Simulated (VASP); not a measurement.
The system is W.

```
CELL_PARAMETERS angstrom
-1.60317 1.60317 1.60317
1.60317 -1.60317 1.60317
1.60317 1.60317 -1.60317
ATOMIC_POSITIONS crystal
W 0.00000 0.00000 0.00000
```

Base run:

- Program: VASP 6.6.1
- Functional: r2SCAN
- Potentials or basis: VASP PAW PBE potentials, release 64 (W_sv)
- Cutoff: 550 eV
- k mesh: 12 × 12 × 12
- Occupations: fermi-dirac, width 0.05 eV
- Spin: no spin polarisation

Its results: band gap on the k mesh zero (bands 7 and 8 overlap by 6.27 eV); pressure -9.3 GPa.

Q: The run is repeated on the same cell with these changes: functional from r2SCAN to BHLYP; cutoff from 550 eV to 520 eV; k mesh from 12 × 12 × 12 to 6 × 6 × 6. What comes out?

A: Band gap on the k mesh zero (bands 7 and 8 overlap by 9.70 eV); pressure -12.1 GPa.

Several settings changed at once.

Caveats: some runs use coarse meshes; the PAW data sets were made with another functional, which shifts forces and pressure a little; spin-orbit coupling is left out, which moves the levels of the heavy elements; the cell stands under tension (at least some runs).
